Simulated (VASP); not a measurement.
Set up this calculation in VASP 6.6.1, as the native input.

| Item | Value |
| --- | --- |
| Task | single point |
| Functional | PBE |
| Potentials or basis | VASP PAW PBE potentials, release 64 (O_h) |
| Cutoff | 1340 eV |
| k mesh | 6 × 6 × 6 |
| Occupations | fermi-dirac, width 0.1 eV |
| Spin | no spin polarisation |
| Dipole correction | no |
| Further INCAR settings | ALGO = Normal; EDIFF = 1e-06; NBANDS = 13 |

The structure of O lies in POSCAR:

```
O
1.0
    0.0000000000      2.1708564400      2.1708564400
    2.1708564400      0.0000000000      2.1708564400
    2.1708564400      2.1708564400      0.0000000000
O
2
Direct
    0.2438792148      0.1962535920      0.1761929019
    0.0823116841      0.0347282674      0.0146083203
```

These files were run (other wordings do the same):

INCAR

```
SYSTEM = O
PREC = Accurate
ENCUT = 1340
EDIFF = 1E-6
ISMEAR = -1
SIGMA = 0.1
LREAL = .FALSE.
LASPH = .TRUE.
NELM = 120
ALGO = Normal
ISIF = 2
LWAVE = .FALSE.
LCHARG = .TRUE.
GGA = PE
LELF = .TRUE.
LVHAR = .TRUE.
NBANDS = 13
GGA_COMPAT = .FALSE.
```

KPOINTS

```
Automatic mesh
0
G
  6 6 6
  0 0 0
```

Potentials or basis: VASP PAW PBE potentials, release 64 (O_h).

The run is started by

```sh
$ cat potpaw_PBE.64/O_h/POTCAR > POTCAR
$ mpirun -np 1 vasp_std > vasp.out
```

Results of the run:

- Pressure: 15.0 GPa
- Largest force: 0.049 eV/Å
- Band gap on the k mesh: zero (bands 6 and 7 overlap by 1.88 eV)

Caveat: the k points lie up to 0.42 Å⁻¹ apart, too coarse for converged energies and pressures of a metal; spin is off for a triplet molecule; this functional lacks dispersion, which holds the molecules together, so the pressure and a relaxed volume are unreliable.

Wall time 87 s on 1 thread of Intel(R) Xeon(R) Platinum 8259CL CPU @ 2.50GHz (Skylake/Cascade Lake), with other jobs on the host, peak memory 0.28 GiB.
